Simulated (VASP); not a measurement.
Input of a VASP 6.6.1 run:

File INCAR:

```
SYSTEM = Ti
PREC = Accurate ; ENCUT = 520
EDIFF = 1E-6 ; ISMEAR = 0
SIGMA = 0.15 ; LREAL = .False.
LASPH = .True. ; NELM = 100
ALGO = Normal ; ISIF = 2
LWAVE = .False. ; LCHARG = .False.
GGA = PE ; NBANDS = 12
```

File KPOINTS:

```
regular mesh
0
Gamma
  20 20 20
  0 0 0
```

Contents of POSCAR:

```
Ti
1.0
    0.0000000000      2.2787780814      1.6733067452
    2.2787780814      0.0000000000      1.6733067452
    2.2787780814      2.2787780814      0.0000000000
Ti
1
Direct
    0.0000000000      0.0000000000      0.0000000000
```

Potentials or basis: VASP PAW PBE potentials, release 64 (Ti_sv).

The run is started by

```bash
$ cat potpaw_PBE.64/Ti_sv/POTCAR > POTCAR
$ mpirun -np 1 vasp_std > vasp.out
```

Predict the pressure.

-0.9 GPa.

Estimate the band gap on the k mesh.

zero (band 6 reaches 9.05 eV, above the bottom of band 7 at 7.46 eV).

Stress tensor (GPa, compression positive):
```
-1.17  0.00  0.00
 0.00 -1.17  0.00
 0.00  0.00 -0.34
```
